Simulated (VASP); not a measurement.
# Al3Cu2 (C2/m) in VASP: a series of runs

The runs below take Al3Cu2 through single point, with PBEsol.

Program: VASP 6.6.1. These are calculated values, not measurements. Logs are shortened: lines on timing, memory, paths and dates and some standing lists are left out, and cuts for length are marked.

### 1 The cell of the first run

Symmetry: C2/m, No. 12, monoclinic system. Conventional cell: a = 6.780 Å, b = 4.099 Å, c = 4.982 Å, α = 90.00°, β = 90.00°, γ = 90.00°. Al (site symmetry 2/m) has 6 Cu at 2.39 to 2.47 Å and 6 Al at 2.86 to 2.92 Å within 3.2 Å. Al (site symmetry m) has 5 Cu at 2.45 to 2.54 Å and 6 Al at 2.70 to 2.92 Å within 3.2 Å. Cu (site symmetry m) has 8 Al at 2.39 to 2.54 Å and 3 Cu at 2.75 to 2.82 Å within 3.2 Å.

### 2 Single point, PBEsol (strain -0.0450 x Voigt [0, 1, 0, 0, 0, 0])

Contents of INCAR:

```
SYSTEM = Al3Cu2
PREC = Accurate
ENCUT = 520
EDIFF = 1E-6
ISMEAR = 0
SIGMA = 0.15
LREAL = .False.
LASPH = .True.
NELM = 80
ALGO = Fast
ISIF = 2
LWAVE = .False.
LCHARG = .False.
GGA = PS
NBANDS = 24
```

Contents of KPOINTS:

```
Automatic mesh
0
Gamma
  12 12 10
  0 0 0
```

Contents of POSCAR:

```
Al3Cu2
1.0
    4.0985856014      0.0000000000      0.0000000000
   -2.0492928007      3.3897526841      0.0000000000
    0.0000000000      0.0000000000      4.9821008425
Al Cu
3 2
Direct
    0.0000000000      0.0000000000      0.0000000000
    0.3333333333      0.6666666667      0.3515059809
    0.6666666667      0.3333333333      0.6484940191
    0.3333333333      0.6666666667      0.8422899817
    0.6666666667      0.3333333333      0.1577100183
```

Potentials or basis: VASP PAW PBE potentials, release 64 (Al, Cu).

Run with:

```
$ cat potpaw_PBE.64/Al/POTCAR potpaw_PBE.64/Cu/POTCAR > POTCAR
$ mpirun -np 1 vasp_std > vasp.out
```

OUTCAR:

```text
SYSTEM = Al3Cu2
   PREC = Accurate
   ENCUT = 520
   EDIFF = 1E-6
   ISMEAR = 0
   LREAL = .False.
   LASPH = .True.
   NELM = 80
   ISIF = 2
   GGA = PS

 ion  position               nearest neighbor table
   1  0.000  0.000  0.000-   4 2.39   5 2.39   5 2.47   4 2.47   5 2.47   4 2.47   2 2.86   3 2.86
                             3 2.92   2 2.92   2 2.92   3 2.92
   2  0.333  0.667  0.352-   4 2.45   5 2.46   5 2.53   5 2.53   4 2.54   3 2.70   3 2.77   3 2.77
                             1 2.86   1 2.92   1 2.92
   3  0.667  0.333  0.648-   5 2.45   4 2.46   4 2.53   4 2.53   5 2.54   2 2.70   2 2.77   2 2.77
                             1 2.86   1 2.92   1 2.92
   4  0.333  0.667  0.842-   1 2.39   2 2.45   3 2.46   1 2.47   1 2.47   3 2.53   3 2.53   2 2.54
                             5 2.75
   5  0.667  0.333  0.158-   1 2.39   3 2.45   2 2.46   1 2.47   1 2.47   2 2.53   2 2.53   3 2.54
                             4 2.75

  Warning from LATTYP: Monoclinic adjustment (A1->A3, A2->A1, A3->A2)!
  LATTYP: Found a base centered orthorhombic cell.
 ALAT       =     4.0985856014
 B/A-ratio  =     1.6541085212
 C/A-ratio  =     1.2155658871

  Lattice vectors:

 A1 = (   2.0492928007,  -3.3897526841,   0.0000000000)
 A2 = (   2.0492928007,   3.3897526841,   0.0000000000)
 A3 = (   0.0000000000,   0.0000000000,   4.9821008425)

Analysis of symmetry for initial positions (statically):
=====================================================================
 Subroutine PRICEL returns:
 Original cell was already a primitive cell.

 Routine SETGRP: Setting up the symmetry group for a
 base centered orthorhombic supercell.

 Subroutine GETGRP returns: Found  4 space group operations
 (whereof  4 operations were pure point group operations)
 out of a pool of  8 trial point group operations.

The static configuration has the point symmetry C_2h.

Analysis of symmetry for dynamics (positions and initial velocities):
=====================================================================
 Subroutine PRICEL returns:
 Original cell was already a primitive cell.

 Routine SETGRP: Setting up the symmetry group for a
 base centered orthorhombic supercell.

 Subroutine GETGRP returns: Found  4 space group operations
 (whereof  4 operations were pure point group operations)
 out of a pool of  8 trial point group operations.

The dynamic configuration has the point symmetry C_2h.

 Subroutine INISYM returns: Found  4 space group operations
[... 104 lines left out ...]
   LREAL  =      F    real-space projection
   EDIFFG = 0.1E-04   stopping-criterion for IOM
   NSW    =      0    number of steps for IOM
   IBRION =     -1    ionic relax: 0-MD 1-quasi-New 2-CG
   NFREE  =      0    steps in history (QN), initial steepest desc. (CG)
   ISIF   =      2    stress and relaxation
   ISYM   =      2    0-nonsym 1-usesym 2-fastsym
   POTIM  = 0.5000    time-step for ionic-motion
   TEBEG  =    0.0;   TEEND  =   0.0 temperature during run
   PSTRESS=    0.0 pullay stress
   NELECT =      31.0000    total number of electrons
   NUPDOWN=      -1.0000    fix difference up-down
   EMIN   =  10.00;   EMAX   =-10.00  energy-range for DOS
   EFERMI =   0.00;   METHOD = LEGACY
   ISMEAR =     0;   SIGMA  =   0.15  broadening in eV -4-tet -1-fermi 0-gaus
   EFERMI_NEDOS =   21; number of points for ismear=-14 and -15
   IALGO  =     68    algorithm
   IMIX   =      4    mixing-type and parameters
     AMIX     =   0.40;   BMIX     =  1.00
     AMIX_MAG =   1.60;   BMIX_MAG =  1.00
  volume/ion in A,a.u.               =      13.84        93.42
  Fermi-wavevector in a.u.,A,eV,Ry     =   1.252537  2.366952 21.345484  1.568849
  Thomas-Fermi vector in A             =   2.386433
   LORBIT       =      0    0 simple, 1 ext, 2 COOP (PROOUT), +10 PAW based schemes
   GGA     = PS    functional components
   LHFCALC =     F    Hartree Fock is set to
   AEXX    =    0.0000 exact exchange contribution
   IVDW    =     0    specifies the selected vdW correction
   LEPSILON=     F    determine dielectric tensor
   LRPA    =     F    only Hartree local field effects (RPA)
 non-spin polarized calculation
 RMM-DIIS sequential band-by-band and
 Gauss-broadening in eV      SIGMA  =   0.15
  energy-cutoff  :      520.00
  volume of cell :       69.22
 maximum number of plane-waves:      1888
   NGX = 15   NGY = 15   NGZ = 19

 number of electron      30.9999997 magnetization

 Free energy of the ion-electron system (eV)
  ---------------------------------------------------
  ext. energy  EPLUGINS =         0.00000000
  ---------------------------------------------------
  free energy    TOTEN  =       -21.60174463 eV

  energy without entropy =      -21.58753547  energy(sigma->0) =      -21.59464005

 E-fermi :   8.8129     XC(G=0): -11.2711

 val. band max:        8.8127632724   @ k =   0.5000   0.2500   0.0000
 cond. band min:       8.8195372641   @ k =  -0.1667  -0.3333   0.1000
 fundamental gap:      0.0067739917
 Fermi energy:         8.8129338425

 k-point     1 :       0.0000    0.0000    0.0000
  band No.  band energies     occupation
      1      -2.7731      2.00000
      2       2.0992      2.00000
      3       2.6456      2.00000
      4       3.2125      2.00000
      5       3.2489      2.00000
      6       3.5818      2.00000
[... 637 lines left out ...]
     23      16.3646      0.00000
     24      17.0502      0.00000

 [... further k-points ...]

------------------------ aborting loop because EDIFF is reached ----------------------------------------

  FORCE on cell =-STRESS in cart. coord.  units (eV):
  Direction    XX          YY          ZZ          XY          YZ          ZX
  --------------------------------------------------------------------------------------
  -------------------------------------------------------------------------------------
  Total        1.6673508      5.3541892      1.3296958      0.0000000     -0.5510421      0.0000000
  in kB       38.5942875    123.9337982     30.7785626      0.0000000    -12.7550116      0.0000000
  external PRESSURE =      64.4355494 kB  Pullay stress =       0.0000000 kB

 VOLUME and BASIS-vectors are now :
 -----------------------------------------------------------------------------
  energy-cutoff  :      520.00
  volume of cell :       69.22
      direct lattice vectors                 reciprocal lattice vectors
     4.098585601  0.000000000  0.000000000     0.243986608  0.147503386  0.000000000
    -2.049292801  3.389752684  0.000000000     0.000000000  0.295006773  0.000000000
     0.000000000  0.000000000  4.982100843     0.000000000  0.000000000  0.200718539

 POSITION                                       TOTAL-FORCE (eV/Angst)
 -----------------------------------------------------------------------------------
      0.00000      0.00000      0.00000        -0.000000      0.000000      0.000000
     -0.00000      2.25984      1.75124         0.000000     -0.239766      0.044685
      2.04929      1.12992      3.23086         0.000000      0.239766     -0.044685
     -0.00000      2.25984      4.19637        -0.000000      0.069608     -0.061841
      2.04929      1.12992      0.78573         0.000000     -0.069608      0.061841
 -----------------------------------------------------------------------------------
    total drift:                                0.000000     -0.000000     -0.000000

  FREE ENERGIE OF THE ION-ELECTRON SYSTEM (eV)
  ---------------------------------------------------
  free  energy   TOTEN  =       -21.6017446317 eV

  energy  without entropy=      -21.5875354699  energy(sigma->0) =      -21.59464005
```

OSZICAR:

```text
N       E                     dE             d eps       ncg     rms          rms(c)
DAV:   1     0.175561727025E+03    0.17556E+03   -0.12351E+04 19224   0.151E+03
DAV:   2    -0.155723760010E+02   -0.19113E+03   -0.17795E+03 19192   0.290E+02
DAV:   3    -0.263963443598E+02   -0.10824E+02   -0.10259E+02 25072   0.915E+01
[... 11 lines left out ...]
RMM:  15    -0.216023784544E+02   -0.82862E-04   -0.60711E-05 26613   0.797E-02    0.190E-01
RMM:  16    -0.216017468712E+02    0.63158E-03   -0.19250E-03 32460   0.541E-01    0.311E-02
RMM:  17    -0.216017487644E+02   -0.18932E-05   -0.28009E-05 27262   0.396E-02    0.165E-02
RMM:  18    -0.216017462812E+02    0.24832E-05   -0.41476E-06 19711   0.236E-02    0.109E-02
RMM:  19    -0.216017445253E+02    0.17559E-05   -0.56757E-06 21355   0.264E-02    0.630E-03
RMM:  20    -0.216017446317E+02   -0.10637E-06   -0.17385E-06 13605   0.114E-02
   1 F= -.21601745E+02 E0= -.21594640E+02  d E =-.142092E-01
```

stdout:

```text
POSCAR found type information on POSCAR AlCu
 POSCAR found :  2 types and       5 ions
 scaLAPACK will be used
 -----------------------------------------------------------------------------
|                                                                             |
|                                                                             |
|     You enforced a specific xc type in the INCAR file but a different       |
|     I HOPE YOU KNOW WHAT YOU ARE DOING!                                     |
|                                                                             |
 -----------------------------------------------------------------------------

 LDA part: xc-table for (Slater+PW92), standard interpolation
 POSCAR, INCAR and KPOINTS ok, starting setup
 FFT: planning ... GRIDC
 FFT: planning ... GRID_SOFT
 FFT: planning ... GRID
 WAVECAR not read
 entering main loop
```

Run time: 19 min. Hardware: 1 thread of Intel Xeon Platinum 8488C (Sapphire Rapids), shared host; peak memory 0.62 GiB.

What came out:

```yaml
Free_energy: -21.6017 eV
Pressure: 6.4 GPa
Largest_force: 0.244 eV/Å
```

Forces in eV/Å, atoms in the order of the input:
```
Al   0.000  0.000  0.000
Al   0.000 -0.240  0.045
Al   0.000  0.240 -0.045
Cu   0.000  0.070 -0.062
Cu   0.000 -0.070  0.062
```

Stress tensor (GPa, compression positive):
```
 3.86  0.00  0.00
 0.00 12.39 -1.28
 0.00 -1.28  3.08
```

Levels at points of the mesh, in eV from the Fermi level:
| k point | band 12 | band 13 | band 14 | band 15 | band 16 | band 17 | band 18 | band 19 | band 20 | band 21 |
| --- | --- | --- | --- | --- | --- | --- | --- | --- | --- | --- |
| (0.00, 0.00, 0.00) | -3.81 | -3.80 | -0.20 | 0.05 | 1.41 | 1.55 | 3.14 | 3.35 | 5.26 | 5.37 |
| (0.50, 0.00, 0.00) | -4.20 | -3.25 | -2.86 | -2.75 | -0.87 | -0.01 | 0.65 | 3.22 | 4.00 | 5.16 |
| (0.00, 0.50, 0.00) | -4.24 | -3.36 | -3.06 | -2.65 | -0.67 | -0.08 | 0.28 | 2.78 | 3.60 | 4.54 |
| (0.00, 0.00, 0.50) | -4.26 | 1.20 | 1.25 | 1.42 | 1.54 | 1.62 | 2.31 | 2.56 | 2.84 | 3.33 |
| (0.50, 0.00, 0.50) | -4.32 | -4.26 | -3.64 | -1.61 | 0.02 | 1.08 | 1.47 | 4.91 | 5.22 | 5.35 |
| (0.00, 0.50, 0.50) | -4.36 | -4.29 | -3.55 | -2.05 | -0.38 | 0.50 | 0.77 | 5.11 | 5.38 | 5.50 |

Caveat: the cell differs from its parent crystal (strain -0.0450 x Voigt [0, 1, 0, 0, 0, 0]); the PAW data sets were made with another functional, which shifts forces and pressure a little.

(Continued in part 2 of 2.)
